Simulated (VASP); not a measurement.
Crystal: NaF.

```xyz
2
Lattice="0.0000 2.2859 2.2859 2.2859 0.0000 2.2859 2.2859 2.2859 0.0000" Properties=species:S:1:pos:R:3 pbc="T T T"
Na    0.0000    0.0000    0.0000
F     2.2859    2.2859    2.2859
```

| Property | Result |
| --- | --- |
| Program | VASP 6.6.1 |
| Task | relaxation of cell and atoms |
| Functional | PBE |
| Potentials or basis | VASP PAW PBE potentials, release 64 (Na_pv, F) |
| Cutoff | 600 eV |
| k mesh | 8 × 8 × 8 |
| Occupations | gaussian, width 0.02 eV |
| Spin | no spin polarisation |

At the start: pressure 4.3 GPa; volume 11.94 Å³/atom.

Problem. How do energy, volume and symmetry change on relaxing?

Solution. Over 5 steps the energy falls by 12.6 meV/atom and the volume is 12.95 Å³/atom (+8.4 %); space group Fm-3m (No. 225, to 0.05 Å).

Step by step:
| step | energy change (eV) | largest force (eV/Å) | pressure (GPa) | volume (Å³) |
| --- | --- | --- | --- | --- |
| 1 | 0.0000 | 0.0000 | 4.34 | 23.89 |
| 2 | -0.0209 | 0.0000 | 1.67 | 25.03 |
| 3 | -0.0250 | 0.0000 | -0.45 | 26.09 |
| 4 | -0.0252 | 0.0000 | 0.10 | 25.86 |
| 5 | -0.0252 | 0.0000 | -0.06 | 25.90 |

Final structure:
```cif
data_structure
_symmetry_space_group_name_H-M 'P 1'
_symmetry_Int_Tables_number 1
_cell_length_a 3.3210
_cell_length_b 3.3210
_cell_length_c 3.3210
_cell_angle_alpha 60.000
_cell_angle_beta 60.000
_cell_angle_gamma 60.000
_cell_volume 25.90
loop_
_atom_site_label
_atom_site_type_symbol
_atom_site_fract_x
_atom_site_fract_y
_atom_site_fract_z
_atom_site_occupancy
Na1 Na 0.00000 0.00000 0.00000 1
F1 F 0.50000 0.50000 0.50000 1
```
